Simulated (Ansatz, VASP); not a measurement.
## One calculation of NiO2, two programs

```
Ni O
1.0
     1.38593    0.80017    6.95962
    -1.38593    0.80017    6.95962
     0.00000   -1.60034    6.95962
Ni O
1 2
Direct
  0.00000 0.00000 0.00000
  0.62161 0.62161 0.62161
  0.37839 0.37839 0.37839
```

Alike in both runs: functional r2SCAN; k mesh 6 × 6 × 6; occupations gaussian, width 0.1 eV; no spin polarisation.

Ansatz relaxed the structure, and its values are those at the end. VASP's run is a single point on that final structure, the one shown.

|  | VASP | Ansatz |
| --- | --- | --- |
| version | VASP 6.6.1 | Ansatz 0.2.0 |
| potentials or method | VASP PAW PBE potentials, release 64 (Ni, O), cutoff 520 eV | scalar-relativistic, plane waves, PAW |
| valence electrons in the cell | 22 | 30 |

```tsv
	VASP	Ansatz	Ansatz less VASP
gap on the k mesh at the Fermi level (eV)	1.92	1.97	+0.057
least direct gap on the mesh (eV)	2.15	2.23	+0.078
pressure (GPa)	1.2	0.1	-1.04
rms of the force components (eV/Å)	0.067	0.004	-0.0633
```

VASP's potentials were made for PBE, not for r2SCAN. The functional is the same, so the differences come from potentials, cutoffs and numerics. VASP's potentials hold 22 valence electrons a cell and Ansatz's 30, so a difference there can come from the potentials and not from the codes.

The k mesh is coarse, so the values compare programs but aren't converged.
